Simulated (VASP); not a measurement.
# Ta2Si (I-42m) in VASP: notebook

Ta2Si is run at these levels: r2SCAN; tasks: single point.

Program: VASP 6.6.1. These are calculated values, not measurements. Logs are shortened: lines on timing, memory, paths and dates and some standing lists are left out, and cuts for length are marked.

**1. The cell of the first run**

The structure is tetragonal, space group I-42m (No. 121). Conventional cell: a = 6.168 Å, b = 6.168 Å, c = 5.049 Å, α = 90.00°, β = 90.00°, γ = 90.00°. Within 3.3 Å of Ta (site symmetry m) lie 4 Si at 2.53 to 2.75 Å and 9 Ta at 2.85 to 3.29 Å. Si (site symmetry 222) has 2 Si at 2.52 Å and 8 Ta at 2.53 to 2.75 Å within 3.3 Å.

**2. Single point, r2SCAN (atoms displaced along a vibrational mode)**

File POSCAR:

```
Ta2Si
1.0
   -3.0841136445      3.0841136445      2.5247022101
    3.0841136445     -3.0841136445      2.5247022101
    3.0841136445      3.0841136445     -2.5247022101
Ta Si
4 2
Direct
    0.7081442324      0.8809751890      0.5000000000
    0.7918557676      0.2918557676      0.1728309566
    0.3809751890      0.2081442324      0.5000000000
    0.1190248110      0.6190248110      0.8271690434
    0.2500000000      0.2500000000      0.0000000000
    0.7500000000      0.7500000000      0.0000000000
```

File INCAR.step1:

```
SYSTEM = Ta2Si
PREC = Accurate
ENCUT = 520
ISMEAR = 0
SIGMA = 0.15
LREAL = .FALSE.
LASPH = .TRUE.
NELM = 60
NBANDS = 35
GGA = PE
ALGO = Normal
EDIFF = 1E-4
LWAVE = .TRUE.
LCHARG = .FALSE.
```

File INCAR.step2:

```
SYSTEM = Ta2Si
PREC = Accurate
ENCUT = 520
EDIFF = 1E-7
ISMEAR = 0
SIGMA = 0.15
LREAL = .FALSE.
LASPH = .TRUE.
NELM = 60
ALGO = Normal
ISIF = 2
LWAVE = .FALSE.
LCHARG = .FALSE.
METAGGA = R2SCAN
LMIXTAU = .TRUE.
NBANDS = 35
ISTART = 1
```

File KPOINTS:

```
regular mesh
0
G
  12 12 12
  0 0 0
```

Potentials or basis: VASP PAW PBE potentials, release 64 (Ta_pv, Si).

On the command line:

```console
cat potpaw_PBE.64/Ta_pv/POTCAR potpaw_PBE.64/Si/POTCAR > POTCAR
cp INCAR.step1 INCAR
mpirun -np 1 vasp_std > vasp.out
cp INCAR.step2 INCAR
mpirun -np 1 vasp_std > vasp.out
```

OUTCAR:

```text
SYSTEM = Ta2Si
   PREC = Accurate
   ENCUT = 520
   EDIFF = 1E-7
   ISMEAR = 0
   LREAL = .FALSE.
   LASPH = .TRUE.
   NELM = 60
   ISIF = 2
   METAGGA = R2SCAN
   ISTART = 1

 ion  position               nearest neighbor table
   1  0.708  0.881  0.500-   5 2.53   6 2.53   5 2.75   6 2.75   3 2.85   2 2.89   4 2.89   3 2.94
                             3 2.94   4 3.29   2 3.29   4 3.29   2 3.29   4 3.59   2 3.59
   2  0.792  0.292  0.173-   6 2.53   5 2.53   5 2.75   6 2.75   4 2.85   1 2.89   3 2.89   4 2.94
                             4 2.94   1 3.29   3 3.29   3 3.29   1 3.29   3 3.59   1 3.59
   3  0.381  0.208  0.500-   6 2.53   5 2.53   6 2.75   5 2.75   1 2.85   2 2.89   4 2.89   1 2.94
                             1 2.94   4 3.29   2 3.29   4 3.29   2 3.29   4 3.59   2 3.59
   4  0.119  0.619  0.827-   5 2.53   6 2.53   6 2.75   5 2.75   2 2.85   1 2.89   3 2.89   2 2.94
                             2 2.94   3 3.29   1 3.29   3 3.29   1 3.29   3 3.59   1 3.59
   5  0.250  0.250  0.000-   6 2.52   6 2.52   1 2.53   3 2.53   2 2.53   4 2.53   4 2.75   1 2.75
                             3 2.75   2 2.75
   6  0.750  0.750  0.000-   5 2.52   5 2.52   3 2.53   1 2.53   2 2.53   4 2.53   4 2.75   3 2.75
                             1 2.75   2 2.75

  LATTYP: Found a body centered tetragonal cell.
 ALAT       =     6.1682272890
 C/A-ratio  =     0.8186151683

  Lattice vectors:

 A1 = (  -3.0841136445,   3.0841136445,   2.5247022101)
 A2 = (   3.0841136445,  -3.0841136445,   2.5247022101)
 A3 = (   3.0841136445,   3.0841136445,  -2.5247022101)

Analysis of symmetry for initial positions (statically):
=====================================================================
 Subroutine PRICEL returns:
 Original cell was already a primitive cell.

 Routine SETGRP: Setting up the symmetry group for a
 body centered tetragonal supercell.

 Subroutine GETGRP returns: Found  8 space group operations
 (whereof  4 operations were pure point group operations)
 out of a pool of 16 trial point group operations.

The static configuration has the point symmetry S_4 .
 The point group associated with its full space group is D_2d.

Analysis of symmetry for dynamics (positions and initial velocities):
=====================================================================
 Subroutine PRICEL returns:
 Original cell was already a primitive cell.

 Routine SETGRP: Setting up the symmetry group for a
 body centered tetragonal supercell.

 Subroutine GETGRP returns: Found  8 space group operations
 (whereof  4 operations were pure point group operations)
 out of a pool of 16 trial point group operations.

The dynamic configuration has the point symmetry S_4 .
 The point group associated with its full space group is D_2d.

 Subroutine INISYM returns: Found  8 space group operations
 (whereof  4 operations are pure point group operations),
 and found     1 'primitive' translations

----------------------------------------------------------------------------------------

                                     Primitive cell

  volume of cell :      96.0574

  direct lattice vectors                    reciprocal lattice vectors
    -3.084113644  3.084113644  2.524702210     0.000000000  0.162121134  0.198043159
     3.084113644 -3.084113644  2.524702210     0.162121134  0.000000000  0.198043159
     3.084113644  3.084113644 -2.524702210     0.162121134  0.162121134  0.000000000

  length of vectors
     5.039606651  5.039606651  5.039606651     0.255938185  0.255938185  0.229273906

  position of ions in fractional coordinates (direct lattice)
     0.708144232  0.880975189  0.500000000
     0.791855768  0.291855768  0.172830957
     0.380975189  0.208144232  0.500000000
     0.119024811  0.619024811  0.827169043
     0.250000000  0.250000000  0.000000000
     0.750000000  0.750000000  0.000000000

  ion indices of the primitive-cell ions
   primitive index   ion index
                 1           1
                 2           2
                 3           3
                 4           4
                 5           5
                 6           6

----------------------------------------------------------------------------------------

 KPOINTS: regular mesh

Automatic generation of k-mesh.
 Grid dimensions read from file:
 generate k-points for:   12   12   12

 Generating k-lattice:

  Cartesian coordinates                     Fractional coordinates (reciprocal lattice)
     0.000000000  0.013510094  0.016503597     0.083333333  0.000000000 -0.000000000
     0.013510094  0.000000000  0.016503597     0.000000000  0.083333333 -0.000000000
     0.013510094  0.013510094  0.000000000     0.000000000  0.000000000  0.083333333

  Length of vectors
     0.021328182  0.021328182  0.019106159

  Shift w.r.t. Gamma in fractional coordinates (k-lattice)
     0.000000000  0.000000000  0.000000000

 Subroutine IBZKPT returns following result:
 ===========================================

 Found    163 irreducible k-points:

 Following reciprocal coordinates:
            Coordinates               Weight
  0.000000  0.000000  0.000000      1.000000
  0.083333  0.000000 -0.000000      8.000000
  0.166667  0.000000 -0.000000      8.000000
  0.250000 -0.000000  0.000000      8.000000
  0.333333  0.000000 -0.000000      8.000000
  0.416667 -0.000000  0.000000      8.000000
[... 16 lines left out ...]
  0.500000  0.166667  0.000000     16.000000
 -0.416667  0.166667 -0.000000     16.000000
 [... further k-points ...]
   k-points           NKPTS =    163   k-points in BZ     NKDIM =    163   number of bands    NBANDS=     35
   number of dos      NEDOS =    301   number of ions     NIONS =      6
   total plane-waves  NPLWV =  64000
   dimension x,y,z NGX =    40 NGY =   40 NGZ =   40
   dimension x,y,z NGXF=    80 NGYF=   80 NGZF=   80
   ions per type =               4   2
   NGX,Y,Z   is equivalent  to a cutoff of  13.20, 13.20, 13.20 a.u.
   NGXF,Y,Z  is equivalent  to a cutoff of  26.39, 26.39, 26.39 a.u.
 SYSTEM =  Ta2Si
   PREC   = accura    normal or accurate (medium, high low for compatibility)
   ISTART =      1    job   : 0-new  1-cont  2-samecut
   ICHARG =      0    charge: 1-file 2-atom 10-const
   ISPIN  =      1    spin polarized calculation?
   LNONCOLLINEAR =      F non collinear calculations
   LSORBIT =      F    spin-orbit coupling
   LASPH  =      T    aspherical Exc in radial PAW
   ENCUT  =  520.0 eV  38.22 Ry    6.18 a.u.   9.37  9.37  9.37*2*pi/ulx,y,z
   NELM   =     60;   NELMIN=  2; NELMDL=  0     # of ELM steps
   EDIFF  = 0.1E-06   stopping-criterion for ELM
   LREAL  =      F    real-space projection
   EDIFFG = 0.1E-05   stopping-criterion for IOM
   NSW    =      0    number of steps for IOM
   IBRION =     -1    ionic relax: 0-MD 1-quasi-New 2-CG
   NFREE  =      0    steps in history (QN), initial steepest desc. (CG)
   ISIF   =      2    stress and relaxation
   ISYM   =      2    0-nonsym 1-usesym 2-fastsym
   POTIM  = 0.5000    time-step for ionic-motion
   TEBEG  =    0.0;   TEEND  =   0.0 temperature during run
   PSTRESS=    0.0 pullay stress
   NELECT =      52.0000    total number of electrons
   NUPDOWN=      -1.0000    fix difference up-down
   EMIN   =  10.00;   EMAX   =-10.00  energy-range for DOS
   EFERMI =   0.00;   METHOD = LEGACY
   ISMEAR =     0;   SIGMA  =   0.15  broadening in eV -4-tet -1-fermi 0-gaus
   EFERMI_NEDOS =   21; number of points for ismear=-14 and -15
   IALGO  =     38    algorithm
   IMIX   =      4    mixing-type and parameters
     AMIX     =   0.40;   BMIX     =  1.00
     AMIX_MAG =   1.60;   BMIX_MAG =  1.00
  volume/ion in A,a.u.               =      16.01       108.04
  Fermi-wavevector in a.u.,A,eV,Ry     =   1.334235  2.521338 24.220859  1.780183
  Thomas-Fermi vector in A             =   2.463032
   LORBIT       =      0    0 simple, 1 ext, 2 COOP (PROOUT), +10 PAW based schemes
   METAGGA = R2SCAN    functional components
   LHFCALC =     F    Hartree Fock is set to
   AEXX    =    0.0000 exact exchange contribution
   IVDW    =     0    specifies the selected vdW correction
   LEPSILON=     F    determine dielectric tensor
   LRPA    =     F    only Hartree local field effects (RPA)
 non-spin polarized calculation
 Gauss-broadening in eV      SIGMA  =   0.15
  energy-cutoff  :      520.00
  volume of cell :       96.06
 maximum number of plane-waves:      2618
 NGX is ok and might be reduce to    40
   NGX = 19   NGY = 19   NGZ = 19

 number of electron      51.9999997 magnetization

 Free energy of the ion-electron system (eV)
  ---------------------------------------------------
  ext. energy  EPLUGINS =         0.00000000
  ---------------------------------------------------
  free energy    TOTEN  =      -213.80987963 eV

  energy without entropy =     -213.76066592  energy(sigma->0) =     -213.78527278

 E-fermi :   7.4527     XC(G=0): -13.4577

 val. band max:        7.4489730638   @ k =  -0.4167   0.4167   0.0000
 cond. band min:       7.4537243402   @ k =   0.3333   0.1667   0.0833
 fundamental gap:      0.0047512764
 Fermi energy:         7.4527387922

 k-point     1 :       0.0000    0.0000    0.0000
  band No.  band energies     occupation
      1     -28.3527      2.00000
      2     -28.3527      2.00000
      3     -28.2813      2.00000
      4     -28.2151      2.00000
      5     -28.0793      2.00000
      6     -28.0713      2.00000
[... 27 lines left out ...]
     34      12.6901      0.00000
     35      13.1536      0.00000

 k-point     2 :       0.0833    0.0000   -0.0000
  band No.  band energies     occupation
      1     -28.3663      2.00000
      2     -28.3512      2.00000
      3     -28.2940      2.00000
      4     -28.1929      2.00000
      5     -28.1048      2.00000
      6     -28.0681      2.00000
[... 27 lines left out ...]
     34      12.4341      0.00000
     35      12.9260      0.00000
[... 796 lines left out ...]
     34      11.3285      0.00000
     35      11.7210      0.00000

 k-point    24 :      -0.4167    0.1667   -0.0000
  band No.  band energies     occupation
      1     -28.4464      2.00000
      2     -28.3294      2.00000
      3     -28.2888      2.00000
      4     -28.1968      2.00000
      5     -28.1019      2.00000
      6     -28.0694      2.00000
[... 27 lines left out ...]
     34      11.5059      0.00000
     35      11.8447      0.00000

 [... further k-points ...]

------------------------ aborting loop because EDIFF is reached ----------------------------------------

  FORCE on cell =-STRESS in cart. coord.  units (eV):
  Direction    XX          YY          ZZ          XY          YZ          ZX
  --------------------------------------------------------------------------------------
  -------------------------------------------------------------------------------------
  Total        5.0594127      5.0594127      3.2319369      0.0000000     -0.0000000      0.0000000
  in kB       84.3878243     84.3878243     53.9066768      0.0000000     -0.0000000      0.0000000
  external PRESSURE =      74.2274418 kB  Pullay stress =       0.0000000 kB

 VOLUME and BASIS-vectors are now :
 -----------------------------------------------------------------------------
  energy-cutoff  :      520.00
  volume of cell :       96.06
      direct lattice vectors                 reciprocal lattice vectors
    -3.084113644  3.084113644  2.524702210     0.000000000  0.162121134  0.198043159
     3.084113644 -3.084113644  2.524702210     0.162121134  0.000000000  0.198043159
     3.084113644  3.084113644 -2.524702210     0.162121134  0.162121134  0.000000000

 POSITION                                       TOTAL-FORCE (eV/Angst)
 -----------------------------------------------------------------------------------
      2.07509      1.00903      2.74970        -0.054287      0.054287     -3.547158
     -1.00903      2.07509      2.29970        -0.054287     -0.054287      3.547158
      1.00903      2.07509      0.22500         0.054287     -0.054287     -3.547158
      4.09314      1.00903     -0.22500         0.054287      0.054287      3.547158
      0.00000      0.00000      1.26235         0.000000      0.000000     -0.000000
      0.00000      0.00000      3.78705         0.000000      0.000000     -0.000000
 -----------------------------------------------------------------------------------
    total drift:                                0.000001      0.000001      0.000001

  FREE ENERGIE OF THE ION-ELECTRON SYSTEM (eV)
  ---------------------------------------------------
  free  energy   TOTEN  =      -213.8098796348 eV

  energy  without entropy=     -213.7606659207  energy(sigma->0) =     -213.78527278
```

Run time: 44 min. Hardware: 1 thread of Oxide Virtual Turin-like, shared host; peak memory 0.53 GiB.

What came out:

| Quantity | Value |
| --- | --- |
| Free energy | -213.8099 eV |
| Pressure | 7.4 GPa |
| Largest force | 3.548 eV/Å |
| Band gap on the k mesh | zero (bands 26 and 27 overlap by 0.92 eV) |

Forces in eV/Å, atoms in the order of the input:
```
Ta  -0.054  0.054 -3.547
Ta  -0.054 -0.054  3.547
Ta   0.054 -0.054 -3.547
Ta   0.054  0.054  3.547
Si   0.000  0.000  0.000
Si   0.000  0.000  0.000
```

Caveat: the cell differs from its parent crystal (atoms displaced along a vibrational mode); the cell stands under pressure; the PAW data sets were made with another functional, which shifts forces and pressure a little; spin-orbit coupling is left out, which moves the levels of the heavy elements.

**3. Single point, r2SCAN (atoms displaced along a vibrational mode)**

File POSCAR:

```
Ta2Si
1.0
   -3.0841136445      3.0841136445      2.5247022101
    3.0841136445     -3.0841136445      2.5247022101
    3.0841136445      3.0841136445     -2.5247022101
Ta Si
4 2
Direct
    0.7007176139      0.8735485705      0.5000000000
    0.7992823861      0.2992823861      0.1728309566
    0.3735485705      0.2007176139      0.5000000000
    0.1264514295      0.6264514295      0.8271690434
    0.2500000000      0.2500000000      0.0000000000
    0.7500000000      0.7500000000      0.0000000000
```

File INCAR.step1:

```
SYSTEM = Ta2Si
ALGO = Normal ; EDIFF = 1E-4
ENCUT = 520 ; GGA = PE
ISMEAR = 0 ; LASPH = .TRUE.
LCHARG = .FALSE. ; LREAL = .FALSE.
LWAVE = .TRUE. ; NBANDS = 35
NELM = 100 ; PREC = Accurate
SIGMA = 0.15
```

File INCAR.step2:

```
SYSTEM = Ta2Si
ALGO = Normal ; EDIFF = 1E-6
ENCUT = 520 ; ISIF = 2
ISMEAR = 0 ; ISTART = 1
LASPH = .TRUE. ; LCHARG = .FALSE.
LMIXTAU = .TRUE. ; LREAL = .FALSE.
LWAVE = .FALSE. ; METAGGA = R2SCAN
NBANDS = 35 ; NELM = 100
PREC = Accurate ; SIGMA = 0.15
```

File KPOINTS:

```
k-points
0
G
  12 12 12
  0 0 0
```

Potentials or basis: VASP PAW PBE potentials, release 64 (Ta_pv, Si).

On the command line:

```console
cat potpaw_PBE.64/Ta_pv/POTCAR potpaw_PBE.64/Si/POTCAR > POTCAR
cp INCAR.step1 INCAR
mpirun -np 1 vasp_std > vasp.out
cp INCAR.step2 INCAR
mpirun -np 1 vasp_std > vasp.out
```

Run time: 43 min. Hardware: 1 thread of Oxide Virtual Turin-like, shared host; peak memory 0.53 GiB.

Results (log left out):

```yaml
Free_energy: -214.3061 eV
Pressure: 5.3 GPa
Largest_force: 3.061 eV/Å
Band_gap_on_the_k_mesh: zero (bands 26 and 27 overlap by 0.98 eV)
```

Forces in eV/Å, atoms in the order of the input:
```
Ta  -0.055  0.055 -3.060
Ta  -0.055 -0.055  3.060
Ta   0.055 -0.055 -3.060
Ta   0.055  0.055  3.060
Si   0.000  0.000  0.000
Si   0.000  0.000  0.000
```

Stress tensor (GPa, compression positive):
```
6.07 0.00 0.00
0.00 6.07 0.00
0.00 0.00 3.85
```

Levels at points of the mesh, in eV from the Fermi level:
```csv
k point,band 22,band 23,band 24,band 25,band 26,band 27,band 28,band 29,band 30,band 31
"(0.00, 0.00, 0.00)",-2.63,-2.54,-2.29,0.13,0.60,0.78,0.78,0.95,1.76,2.13
"(0.50, 0.00, 0.00)",-2.23,-1.78,-1.57,-1.27,-0.67,0.02,1.29,1.83,2.39,2.64
"(0.50, 0.50, 0.00)",-2.57,-1.88,-1.50,-0.13,-0.03,0.27,0.60,1.71,1.81,3.37
"(0.50, 0.50, 0.50)",-2.14,-1.00,-1.00,-0.76,-0.66,-0.22,0.01,0.70,0.70,3.44
```

Caveat: the cell differs from its parent crystal (atoms displaced along a vibrational mode); the cell stands under pressure; the PAW data sets were made with another functional, which shifts forces and pressure a little; spin-orbit coupling is left out, which moves the levels of the heavy elements.
